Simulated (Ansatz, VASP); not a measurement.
One calculation of Ir, two programs

```xyz
3
Lattice="2.7370 0.0000 0.0000 -1.3685 2.3703 0.0000 0.0000 0.0000 19.4694" Properties=species:S:1:pos:R:3 pbc="T T T"
Ir    1.3685    0.7901    7.5000
Ir    0.0000    1.5802    9.7347
Ir    0.0000    0.0000   11.9694
```

Alike in both runs: task single point; functional PBE; k mesh 15 × 15 × 1; occupations gaussian, width 0.1 eV; no spin polarisation.

|  | VASP | Ansatz |
| --- | --- | --- |
| version | VASP 6.6.1 | Ansatz 0.2.0 |
| potentials or method | VASP PAW PBE potentials, release 64 (Ir), cutoff 520 eV | scalar-relativistic, plane waves, PAW |
| valence electrons in the cell | 27 | 51 |

|  | VASP | Ansatz | Ansatz less VASP |
| --- | --- | --- | --- |
| gap on the k mesh at the Fermi level (eV) | none | none | - |
| rms of the force components (eV/Å) | 0.302 | 0.316 | +0.0141 |

Atom by atom the forces differ by 0.014 eV/Å (rms over components). A gap of «none» marks a metal or a gap that the smearing closes. VASP's potentials hold 27 valence electrons a cell and Ansatz's 51, so a difference there can come from the potentials and not from the codes.

Neither program's run includes spin-orbit coupling.
